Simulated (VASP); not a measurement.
# HfN: relaxation of cell and atoms with PBE

HfN:

```
CELL_PARAMETERS angstrom
0.00000 2.25201 2.25201
2.25201 0.00000 2.25201
2.25201 2.25201 0.00000
ATOMIC_POSITIONS crystal
Hf 0.00000 0.00000 0.00000
N 0.50000 0.50000 0.50000
```

```yaml
Program: VASP 6.6.1
Task: relaxation of cell and atoms
Functional: PBE
Potentials_or_basis: VASP PAW PBE potentials, release 64 (Hf_pv, N)
Cutoff: 600 eV
k_mesh: 16 × 16 × 16
Occupations: gaussian, width 0.1 eV
Spin: no spin polarisation
Target_pressure: 8 GPa
Dipole_correction: no
Further_INCAR_settings: ALGO = Normal; EDIFF = 1e-06; IBRION = 2; EDIFFG = -0.008; NSW = 70; ISIF = 3
```

```
Relaxed volume                                             : 11.33 Å³/atom
Relaxed cell                                               : a = 3.176 Å, b = 3.176 Å, c = 3.176 Å, α = 60.00°, β = 60.00°, γ = 60.00°
Space group after relaxing (to 0.1 Å)                      : Fm-3m (No. 225)
Energy change on relaxing (the run minimises the enthalpy) : +3.8 meV/atom
Ionic steps                                                : 3
Pressure after relaxing                                    : 8.0 GPa
Band gap on the k mesh                                     : zero (an odd number of electrons rules out a gap without spin polarisation)
```

The path:
```csv
step,energy change (eV),largest force (eV/Å),pressure (GPa),volume (Å³)
1,0.0000,0.0000,5.60,22.84
2,0.0328,0.0000,13.32,22.28
3,0.0077,0.0000,8.00,22.66
```

Final structure:
```cif
data_structure
_symmetry_space_group_name_H-M 'P 1'
_symmetry_Int_Tables_number 1
_cell_length_a 3.1763
_cell_length_b 3.1763
_cell_length_c 3.1763
_cell_angle_alpha 60.000
_cell_angle_beta 60.000
_cell_angle_gamma 60.000
_cell_volume 22.66
loop_
_atom_site_label
_atom_site_type_symbol
_atom_site_fract_x
_atom_site_fract_y
_atom_site_fract_z
_atom_site_occupancy
Hf1 Hf 0.00000 0.00000 0.00000 1
N1 N 0.50000 0.50000 0.50000 1
```

Levels at points of the mesh, in eV from the Fermi level:
```
           k point  band 4  band 5  band 6  band 7  band 8  band 9  band 10  band 11
(0.00, 0.00, 0.00)  -17.62   -3.05   -3.05   -3.05   -0.36   -0.36    -0.36     1.96
(0.50, 0.00, 0.00)  -14.79   -8.99   -6.27   -6.27    3.36    3.79     3.79     4.52
(0.50, 0.50, 0.00)  -16.52   -5.41   -3.89   -3.71   -3.71    4.19     5.66     5.68
```

Wall time 2.9 min on 1 thread of Intel Xeon 8259CL, with other jobs on the host, peak memory 0.21 GiB.

Caveat: the cell is relaxed towards a set pressure, so the run minimises the enthalpy, not the energy; spin-orbit coupling is left out, which moves the levels of the heavy elements.
